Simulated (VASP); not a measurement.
# CaSe (I4mm) in VASP: a series of runs

CaSe is run at these levels: PBEsol; tasks: single point.

All numbers are computed with VASP 6.6.1; they aren't measurements. Logs are shortened: lines on timing, memory, paths and dates and some standing lists are left out, and cuts for length are marked.

## (1) The cell of the first run

Symmetry: I4mm, No. 107, tetragonal system. The conventional cell has a = 4.180 Å, b = 4.180 Å, c = 5.912 Å, α = 90.00°, β = 90.00°, γ = 90.00°. Within 3.8 Å of Ca (site symmetry 4mm) lie 6 Se at 2.89 to 3.02 Å. Se (site symmetry 4mm) has 6 Ca at 2.89 to 3.02 Å within 3.8 Å.

## (2) Single point, PBEsol

Input file INCAR:

```
SYSTEM = CaSe
  PREC = Accurate
  ENCUT = 520
  EDIFF = 1E-7
  ISMEAR = 0
  SIGMA = 0.05
  LREAL = .False.
  LASPH = .True.
  NELM = 80
  ALGO = Normal
  ISIF = 2
  LWAVE = .False.
  LCHARG = .True.
  GGA = PS
  LELF = .True.
  LVHAR = .True.
  NBANDS = 15
```

Input file KPOINTS:

```
regular mesh
0
Gamma
  8 8 8
  0 0 0
```

Input file POSCAR:

```
CaSe
1.0
    0.0000000000      2.9560000000      2.9560000000
    2.9560000000      0.0000000000      2.9560000000
    2.9560000000      2.9560000000      0.0000000000
Ca Se
1 1
Direct
    0.0000000000      0.0000000000      0.0000000000
    0.4894282815      0.4894282815      0.5105717185
```

Potentials or basis: VASP PAW PBE potentials, release 64 (Ca_sv, Se).

Run with:

```sh
$ cat potpaw_PBE.64/Ca_sv/POTCAR potpaw_PBE.64/Se/POTCAR > POTCAR
$ mpirun -np 1 vasp_std > vasp.out
```

OUTCAR:

```text
SYSTEM = CaSe
   PREC = Accurate
   ENCUT = 520
   EDIFF = 1E-7
   ISMEAR = 0
   LREAL = .False.
   LASPH = .True.
   NELM = 80
   ISIF = 2
   GGA = PS

 ion  position               nearest neighbor table
   1  0.000  0.000  0.000-   2 2.89   2 2.96   2 2.96   2 2.96   2 2.96
   2  0.489  0.489  0.511-   1 2.89   1 2.96   1 2.96   1 2.96   1 2.96

  LATTYP: Found a face centered cubic cell.
 ALAT       =     5.9120000000

  Lattice vectors:

 A1 = (   0.0000000000,   2.9560000000,   2.9560000000)
 A2 = (   2.9560000000,   0.0000000000,   2.9560000000)
 A3 = (   2.9560000000,   2.9560000000,   0.0000000000)

Analysis of symmetry for initial positions (statically):
=====================================================================
 Subroutine PRICEL returns:
 Original cell was already a primitive cell.

 Routine SETGRP: Setting up the symmetry group for a
 face centered cubic supercell.

 Subroutine GETGRP returns: Found  8 space group operations
 (whereof  8 operations were pure point group operations)
 out of a pool of 48 trial point group operations.

The static configuration has the point symmetry C_4v.

Analysis of symmetry for dynamics (positions and initial velocities):
=====================================================================
 Subroutine PRICEL returns:
 Original cell was already a primitive cell.

 Routine SETGRP: Setting up the symmetry group for a
 face centered cubic supercell.

 Subroutine GETGRP returns: Found  8 space group operations
 (whereof  8 operations were pure point group operations)
 out of a pool of 48 trial point group operations.

The dynamic configuration has the point symmetry C_4v.

 Subroutine INISYM returns: Found  8 space group operations
 (whereof  8 operations are pure point group operations),
 and found     1 'primitive' translations

----------------------------------------------------------------------------------------

                                     Primitive cell

  volume of cell :      51.6587

  direct lattice vectors                    reciprocal lattice vectors
     0.000000000  2.956000000  2.956000000    -0.169147497  0.169147497  0.169147497
     2.956000000  0.000000000  2.956000000     0.169147497 -0.169147497  0.169147497
     2.956000000  2.956000000  0.000000000     0.169147497  0.169147497 -0.169147497

  length of vectors
     4.180415290  4.180415290  4.180415290     0.292972058  0.292972058  0.292972058

  position of ions in fractional coordinates (direct lattice)
     0.000000000  0.000000000  0.000000000
     0.489428281  0.489428281  0.510571719

  ion indices of the primitive-cell ions
   primitive index   ion index
                 1           1
                 2           2

----------------------------------------------------------------------------------------

 KPOINTS: regular mesh

Automatic generation of k-mesh.
 Grid dimensions read from file:
 generate k-points for:    8    8    8

 Generating k-lattice:

  Cartesian coordinates                     Fractional coordinates (reciprocal lattice)
    -0.021143437  0.021143437  0.021143437     0.125000000  0.000000000  0.000000000
     0.021143437 -0.021143437  0.021143437     0.000000000  0.125000000  0.000000000
     0.021143437  0.021143437 -0.021143437     0.000000000  0.000000000  0.125000000

  Length of vectors
     0.036621507  0.036621507  0.036621507

  Shift w.r.t. Gamma in fractional coordinates (k-lattice)
     0.000000000  0.000000000  0.000000000

 Subroutine IBZKPT returns following result:
 ===========================================

 Found     59 irreducible k-points:

 Following reciprocal coordinates:
            Coordinates               Weight
  0.000000  0.000000  0.000000      1.000000
  0.125000  0.000000  0.000000      8.000000
  0.250000  0.000000  0.000000      8.000000
  0.375000  0.000000  0.000000      8.000000
  0.500000  0.000000  0.000000      4.000000
  0.125000  0.125000  0.000000      2.000000
[... 16 lines left out ...]
  0.000000  0.375000  0.250000     16.000000
  0.500000  0.250000  0.000000      8.000000
 [... further k-points ...]
   k-points           NKPTS =     59   k-points in BZ     NKDIM =     59   number of bands    NBANDS=     15
   number of dos      NEDOS =    301   number of ions     NIONS =      2
   total plane-waves  NPLWV =  32768
   dimension x,y,z NGX =    32 NGY =   32 NGZ =   32
   dimension x,y,z NGXF=    64 NGYF=   64 NGZF=   64
   ions per type =               1   1
   NGX,Y,Z   is equivalent  to a cutoff of  12.73, 12.73, 12.73 a.u.
   NGXF,Y,Z  is equivalent  to a cutoff of  25.45, 25.45, 25.45 a.u.
 SYSTEM =  CaSe
   PREC   = accura    normal or accurate (medium, high low for compatibility)
   ISTART =      0    job   : 0-new  1-cont  2-samecut
   ICHARG =      2    charge: 1-file 2-atom 10-const
   ISPIN  =      1    spin polarized calculation?
   LNONCOLLINEAR =      F non collinear calculations
   LSORBIT =      F    spin-orbit coupling
   LASPH  =      T    aspherical Exc in radial PAW
   ENCUT  =  520.0 eV  38.22 Ry    6.18 a.u.   7.77  7.77  7.77*2*pi/ulx,y,z
   NELM   =     80;   NELMIN=  2; NELMDL= -5     # of ELM steps
   EDIFF  = 0.1E-06   stopping-criterion for ELM
   LREAL  =      F    real-space projection
   EDIFFG = 0.1E-05   stopping-criterion for IOM
   NSW    =      0    number of steps for IOM
   IBRION =     -1    ionic relax: 0-MD 1-quasi-New 2-CG
   NFREE  =      0    steps in history (QN), initial steepest desc. (CG)
   ISIF   =      2    stress and relaxation
   ISYM   =      2    0-nonsym 1-usesym 2-fastsym
   POTIM  = 0.5000    time-step for ionic-motion
   TEBEG  =    0.0;   TEEND  =   0.0 temperature during run
   PSTRESS=    0.0 pullay stress
   NELECT =      16.0000    total number of electrons
   NUPDOWN=      -1.0000    fix difference up-down
   EMIN   =  10.00;   EMAX   =-10.00  energy-range for DOS
   EFERMI =   0.00;   METHOD = LEGACY
   ISMEAR =     0;   SIGMA  =   0.05  broadening in eV -4-tet -1-fermi 0-gaus
   EFERMI_NEDOS =   21; number of points for ismear=-14 and -15
   IALGO  =     38    algorithm
   IMIX   =      4    mixing-type and parameters
     AMIX     =   0.40;   BMIX     =  1.00
     AMIX_MAG =   1.60;   BMIX_MAG =  1.00
  volume/ion in A,a.u.               =      25.83       174.30
  Fermi-wavevector in a.u.,A,eV,Ry     =   1.107645  2.093145 16.692666  1.226876
  Thomas-Fermi vector in A             =   2.244161
   LORBIT       =      0    0 simple, 1 ext, 2 COOP (PROOUT), +10 PAW based schemes
   GGA     = PS    functional components
   LHFCALC =     F    Hartree Fock is set to
   AEXX    =    0.0000 exact exchange contribution
   IVDW    =     0    specifies the selected vdW correction
   LEPSILON=     F    determine dielectric tensor
   LRPA    =     F    only Hartree local field effects (RPA)
 non-spin polarized calculation
 Gauss-broadening in eV      SIGMA  =   0.05
  energy-cutoff  :      520.00
  volume of cell :       51.66
 maximum number of plane-waves:      1411
   NGX = 15   NGY = 15   NGZ = 15

 number of electron      16.0000000 magnetization

 Free energy of the ion-electron system (eV)
  ---------------------------------------------------
  ext. energy  EPLUGINS =         0.00000000
  ---------------------------------------------------
  free energy    TOTEN  =       -10.06581587 eV

  energy without entropy =      -10.06581587  energy(sigma->0) =      -10.06581587

 E-fermi :   2.7009     XC(G=0):  -9.3331

 val. band max:        2.3468864402   @ k =   0.0000   0.0000   0.0000
 cond. band min:       4.2777289020   @ k =   0.5000   0.5000   0.0000
 fundamental gap:      1.9308424618
 Fermi energy:         2.7008987564

 k-point     1 :       0.0000    0.0000    0.0000
  band No.  band energies     occupation
      1     -37.1789      2.00000
      2     -18.2551      2.00000
      3     -18.2540      2.00000
      4     -18.2540      2.00000
      5      -9.4771      2.00000
      6       2.3436      2.00000
      7       2.3469      2.00000
      8       2.3469      2.00000
      9       5.5437      0.00000
     10       6.0048      0.00000
     11       6.0126      0.00000
     12       6.0126      0.00000
     13       6.6074      0.00000
     14       6.6252      0.00000
     15      11.8805      0.00000

 k-point     2 :       0.1250    0.0000    0.0000
  band No.  band energies     occupation
      1     -37.1779      2.00000
      2     -18.2725      2.00000
      3     -18.2558      2.00000
      4     -18.2552      2.00000
      5      -9.3824      2.00000
      6       1.5550      2.00000
      7       2.1041      2.00000
      8       2.1059      2.00000
      9       5.8683      0.00000
     10       6.2160      0.00000
     11       6.2208      0.00000
     12       6.5710      0.00000
     13       7.0240      0.00000
     14       7.0492      0.00000
     15      12.1032      0.00000

 k-point     3 :       0.2500    0.0000    0.0000
  band No.  band energies     occupation
      1     -37.1753      2.00000
      2     -18.3155      2.00000
      3     -18.2587      2.00000
      4     -18.2581      2.00000
      5      -9.1423      2.00000
      6       0.3029      2.00000
      7       1.6388      2.00000
      8       1.6400      2.00000
      9       5.9789      0.00000
     10       6.7418      0.00000
     11       6.7419      0.00000
     12       7.9594      0.00000
     13       8.0297      0.00000
     14       8.0858      0.00000
     15      11.6990      0.00000
[... 343 lines left out ...]
 k-point    23 :       0.0000    0.3750    0.2500
  band No.  band energies     occupation
      1     -37.1721      2.00000
      2     -18.3274      2.00000
      3     -18.2788      2.00000
      4     -18.2764      2.00000
      5      -8.9645      2.00000
      6      -0.1517      2.00000
      7       1.2844      2.00000
      8       1.5004      2.00000
      9       5.0703      0.00000
     10       7.3489      0.00000
     11       7.3739      0.00000
     12       8.1029      0.00000
     13       8.1164      0.00000
     14       9.7572      0.00000
     15      10.8849      0.00000

 k-point    24 :       0.5000    0.2500    0.0000
  band No.  band energies     occupation
      1     -37.1706      2.00000
      2     -18.3442      2.00000
      3     -18.2903      2.00000
      4     -18.2755      2.00000
      5      -8.8294      2.00000
      6      -0.3424      2.00000
      7       0.7221      2.00000
      8       1.2641      2.00000
      9       5.6750      0.00000
     10       7.9560      0.00000
     11       8.0427      0.00000
     12       8.2620      0.00000
     13       8.2862      0.00000
     14       9.1175      0.00000
     15      10.6806      0.00000

 [... further k-points ...]
[... 5 lines left out ...]
  --------------------------------------------------------------------------------------
  -------------------------------------------------------------------------------------
  Total       -0.3001001     -0.3001001     -0.2175621      0.0000000      0.0000000      0.0000000
  in kB       -9.3075080     -9.3075080     -6.7476180      0.0000000      0.0000000      0.0000000
  external PRESSURE =      -8.4542113 kB  Pullay stress =       0.0000000 kB

 VOLUME and BASIS-vectors are now :
 -----------------------------------------------------------------------------
  energy-cutoff  :      520.00
  volume of cell :       51.66
      direct lattice vectors                 reciprocal lattice vectors
     0.000000000  2.956000000  2.956000000    -0.169147497  0.169147497  0.169147497
     2.956000000  0.000000000  2.956000000     0.169147497 -0.169147497  0.169147497
     2.956000000  2.956000000  0.000000000     0.169147497  0.169147497 -0.169147497

 POSITION                                       TOTAL-FORCE (eV/Angst)
 -----------------------------------------------------------------------------------
      0.00000      0.00000      0.00000         0.000000      0.000000     -0.189014
      2.95600      2.95600      2.89350         0.000000      0.000000      0.189014
 -----------------------------------------------------------------------------------
    total drift:                                0.000000      0.000000      0.000084

  FREE ENERGIE OF THE ION-ELECTRON SYSTEM (eV)
  ---------------------------------------------------
  free  energy   TOTEN  =       -10.0658158723 eV

  energy  without entropy=      -10.0658158723  energy(sigma->0) =      -10.06581587
```

Wall time 23 s (1 thread of Intel Xeon Platinum 8375C at 2.90GHz (Ice Lake), shared host); peak memory 0.2 GiB.

What came out:

| Property | Result |
| --- | --- |
| Free energy | -10.0658 eV |
| Pressure | -0.8 GPa |
| Largest force | 0.189 eV/Å |
| Band gap on the k mesh | 1.93 eV, indirect (least direct gap 2.87 eV) |

Forces in eV/Å, atoms in the order of the input:
```
Ca   0.000  0.000 -0.189
Se   0.000  0.000  0.189
```

Stress tensor (GPa, compression positive):
```
-0.93  0.00  0.00
 0.00 -0.93  0.00
 0.00  0.00 -0.67
```

Caveat: the cell differs from its parent crystal (all Se atoms moved +0.062 Å, as atom 2 towards its neighbour atom 1 (Ca) at 2.956 Å); the PAW data sets were made with another functional, which shifts forces and pressure a little. A k mesh can miss the band edges.

## (3) Single point, PBEsol

Input file INCAR:

```
ALGO = Normal
EDIFF = 1E-7
ENCUT = 520
GGA = PS
ISIF = 2
ISMEAR = 0
LASPH = True
LCHARG = False
LREAL = False
LWAVE = False
NBANDS = 15
NELM = 60
PREC = Accurate
SIGMA = 0.05
```

Input file KPOINTS:

```
k-points
0
Gamma
  8 8 8
```

POSCAR, as its differences from that of step 2:

```diff
@@ -9,2 +9,2 @@
     0.0000000000      0.0000000000      0.0000000000
-    0.4894282815      0.4894282815      0.5105717185
+    0.4936569689      0.4936569689      0.5063430311
```

Potentials or basis: VASP PAW PBE potentials, release 64 (Ca_sv, Se).

Run with:

```sh
$ cat potpaw_PBE.64/Ca_sv/POTCAR potpaw_PBE.64/Se/POTCAR > POTCAR
$ mpirun -np 1 vasp_std > vasp.out
```

Run time: 22 s. Hardware: 1 thread of Intel Xeon Platinum 8375C at 2.90GHz (Ice Lake), shared host; peak memory 0.2 GiB.

It converged, with:

```
Free energy            : -10.0696 eV
Pressure               : -0.9 GPa
Largest force          : 0.112 eV/Å
Band gap on the k mesh : 1.93 eV, indirect (least direct gap 2.87 eV)
```

Forces in eV/Å, atoms in the order of the input:
```
Ca   0.000  0.000 -0.112
Se   0.000  0.000  0.112
```

Stress tensor (GPa, compression positive):
```
-0.92  0.00  0.00
 0.00 -0.92  0.00
 0.00  0.00 -0.83
```

Levels at points of the mesh, in eV from the valence-band top:
```tsv
k point	band 6	band 7	band 8	band 9	band 10	band 11
(0.00, 0.00, 0.00)	0.00	0.00	0.00	3.19	3.65	3.65
(0.50, 0.00, 0.00)	-3.34	-1.21	-1.21	4.38	5.45	5.49
(0.50, 0.50, 0.00)	-2.56	-0.95	-0.95	1.93	4.95	5.04
(0.00, 0.50, 0.50)	-2.56	-0.95	-0.95	1.93	4.94	5.04
```

Caveat: the cell differs from its parent crystal (all Se atoms moved +0.037 Å, as atom 2 towards its neighbour atom 1 (Ca) at 2.956 Å); the PAW data sets were made with another functional, which shifts forces and pressure a little. A k mesh can miss the band edges.

## (4) Single point, PBEsol

Input file INCAR:

```
SYSTEM = CaSe
  PREC = Accurate
  ENCUT = 520
  EDIFF = 1E-7
  ISMEAR = 0
  SIGMA = 0.05
  LREAL = .False.
  LASPH = .True.
  NELM = 60
  ALGO = Normal
  ISIF = 2
  LWAVE = .False.
  LCHARG = .False.
  GGA = PS
  NBANDS = 15
```

Input file KPOINTS:

```
Automatic mesh
0
Gamma
  8 8 8
  0 0 0
```

POSCAR, as its differences from that of step 3:

```diff
@@ -9,2 +9,2 @@
     0.0000000000      0.0000000000      0.0000000000
-    0.4936569689      0.4936569689      0.5063430311
+    0.4978856563      0.4978856563      0.5021143437
```

Run with:

```sh
$ cat potpaw_PBE.64/Ca_sv/POTCAR potpaw_PBE.64/Se/POTCAR > POTCAR
$ mpirun -np 1 vasp_std > vasp.out
```

Run time: 30 s. Hardware: 1 thread of Intel Xeon Platinum 8375C at 2.90GHz (Ice Lake), shared host; peak memory 0.2 GiB.

The run converged. Its results:

```
Free energy            : -10.0714 eV
Pressure               : -0.9 GPa
Largest force          : 0.037 eV/Å
Band gap on the k mesh : 1.92 eV, indirect (least direct gap 2.87 eV)
```

Forces on the atoms (eV/Å):
```
Ca   0.000  0.000 -0.037
Se   0.000  0.000  0.037
```

Levels at points of the mesh, in eV from the valence-band top:
```tsv
k point	band 5	band 6	band 7	band 8	band 9	band 10	band 11	band 12
(0.00, 0.00, 0.00)	-11.83	0.00	0.00	0.00	3.19	3.65	3.65	3.65
(0.50, 0.00, 0.00)	-11.12	-3.34	-1.22	-1.22	4.38	5.45	5.49	5.49
(0.50, 0.50, 0.00)	-11.24	-2.56	-0.95	-0.95	1.92	4.94	5.04	6.03
(0.00, 0.50, 0.50)	-11.24	-2.56	-0.95	-0.95	1.92	4.94	5.04	6.03
```

Caveat: the cell differs from its parent crystal (all Se atoms moved +0.013 Å, as atom 2 towards its neighbour atom 1 (Ca) at 2.956 Å); the PAW data sets were made with another functional, which shifts forces and pressure a little.
